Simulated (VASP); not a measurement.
Write the native input for VASP 6.6.1 that does the following.

```
Task                   : single point
Functional             : PBE
Potentials or basis    : VASP PAW PBE potentials, release 64 (Br)
Cutoff                 : 520 eV
k mesh                 : 14 × 14 × 14
Occupations            : fermi-dirac, width 0.0612256 eV
Spin                   : no spin polarisation
Dipole correction      : no
Further INCAR settings : ALGO = Normal; EDIFF = 1e-07; NBANDS = 10
```

The structure of Br lies in POSCAR:

```
Br
1.0
    0.0000000000      2.3477743951      2.3477743951
    2.3477743951      0.0000000000      2.3477743951
    2.3477743951      2.3477743951      0.0000000000
Br
1
Direct
    0.0000000000      0.0000000000      0.0000000000
```

The input as run:

INCAR

```
SYSTEM = Br
ALGO = Normal
EDIFF = 1E-7
ENCUT = 520
GGA = PE
ISIF = 2
ISMEAR = -1
LASPH = .TRUE.
LCHARG = .FALSE.
LREAL = .FALSE.
LWAVE = .FALSE.
NBANDS = 10
NELM = 100
PREC = Accurate
SIGMA = 0.06122561905347299
```

KPOINTS

```
k-points
0
G
  14 14 14
  0 0 0
```

Potentials or basis: VASP PAW PBE potentials, release 64 (Br).

Command:

```sh
$ cat potpaw_PBE.64/Br/POTCAR > POTCAR
$ mpirun -np 1 vasp_std > vasp.out
```

It gave:

The pressure is 0.6 GPa.

Caveat: an odd number of electrons without spin polarisation forces a metal; a magnetic or distorted state may lie lower.

Wall time 34 s on 1 thread of Intel(R) Xeon(R) Platinum 8259CL CPU @ 2.50GHz (Skylake/Cascade Lake) (shared host), peak memory 0.17 GiB.
